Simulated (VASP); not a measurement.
Wanted: the native input for a VASP 6.6.1 run.

* Task: single point
* Functional: PBE
* Potentials or basis: VASP PAW PBE potentials, release 64 (Be, Cd, Se)
* Cutoff: 520 eV
* k mesh: 6 × 6 × 2
* Occupations: gaussian, width 0.1 eV
* Spin: no spin polarisation
* Dipole correction: no
* Further INCAR settings: ALGO = Normal; EDIFF = 1e-06; NBANDS = 31

The structure of BeCd2Se3 lies in POSCAR:

```
BeCd2Se3
1.0
    3.7087258783      0.0000000000      0.0000000000
    0.0000000000      3.7087258783      0.0000000000
    0.0000000000      0.0000000000     11.4943167251
Be Cd Se
1 2 3
Direct
    0.0000000000      0.0000000000      0.0000000000
    0.5000000000      0.0000000000      0.4073554824
    0.0000000000      0.5000000000      0.5926445176
    0.5000000000      0.0000000000      0.6565040618
    0.0000000000      0.5000000000      0.3434959382
    0.5000000000      0.5000000000      0.0000000000
```

The cell was built from a structure type or drawn by symmetry, and may not be a known phase.

The input as run:

INCAR

```
ALGO = Normal
EDIFF = 1E-6
ENCUT = 520
GGA = PE
ISIF = 2
ISMEAR = 0
LASPH = T
LCHARG = F
LREAL = F
LWAVE = F
NBANDS = 31
NELM = 60
PREC = Accurate
SIGMA = 0.1
```

KPOINTS

```
k-points
0
Gamma
  6 6 2
```

Potentials or basis: VASP PAW PBE potentials, release 64 (Be, Cd, Se).

Launch:

```bash
$ cat potpaw_PBE.64/Be/POTCAR potpaw_PBE.64/Cd/POTCAR potpaw_PBE.64/Se/POTCAR > POTCAR
$ mpirun -np 1 vasp_std > vasp.out
```

Results of the run:

```json
{
 "Pressure": "0.2 GPa",
 "Largest force": "0.020 eV/Å",
 "Band gap on the k mesh": "zero (bands 22 and 23 overlap by 0.35 eV)"
}
```

Caveat: semilocal functionals underestimate gaps, so a narrow gap can read as zero.

Run time: 86 s on 1 thread of Intel(R) Xeon(R) Platinum 8259CL CPU @ 2.50GHz (Skylake/Cascade Lake) (shared host), peak memory 0.3 GiB.
